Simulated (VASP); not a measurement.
Input of a VASP 6.6.1 run:

File POSCAR:

```
CdS
1.0
    2.9091748970      2.9091748970      0.0000000000
   -2.9091748970      2.9091748970      0.0000000000
    0.0000000000      2.9091748970      2.9091748970
Cd S
1 1
Direct
    0.0000000000      0.0000000000      0.0000000000
    0.7500000000      0.2500000000      0.5000000000
```

File INCAR.step1:

```
SYSTEM = CdS
  PREC = Accurate
  ENCUT = 520
  ISMEAR = 0
  SIGMA = 0.01
  LREAL = .False.
  LASPH = .True.
  NELM = 60
  NBANDS = 16
  GGA = PE
  ALGO = Normal
  EDIFF = 1E-4
  LWAVE = .True.
  LCHARG = .False.
```

Contents of INCAR.step2:

```
SYSTEM = CdS
  PREC = Accurate
  ENCUT = 520
  EDIFF = 1E-6
  ISMEAR = 0
  SIGMA = 0.01
  LREAL = .False.
  LASPH = .True.
  NELM = 60
  ALGO = Normal
  ISIF = 2
  LWAVE = .False.
  LCHARG = .False.
  METAGGA = R2SCAN
  LMIXTAU = .True.
  NBANDS = 16
  ISTART = 1
```

Contents of KPOINTS:

```
Automatic mesh
0
Gamma
  8 8 8
  0 0 0
```

Potentials or basis: VASP PAW PBE potentials, release 64 (Cd, S).

Launch:

```sh
$ cat potpaw_PBE.64/Cd/POTCAR potpaw_PBE.64/S/POTCAR > POTCAR
$ cp INCAR.step1 INCAR
$ mpirun -np 1 vasp_std > vasp.out
$ cp INCAR.step2 INCAR
$ mpirun -np 1 vasp_std > vasp.out
```

Problem. What does it give for the band gap on the k mesh?

Solution. 1.61 eV, direct.

Problem. Predict the pressure.

Solution. 2.3 GPa.

Caveat: the PAW data sets were made with another functional, which shifts forces and pressure a little. r2SCAN opens gaps a little over a GGA but as a rule still falls short of measured ones.
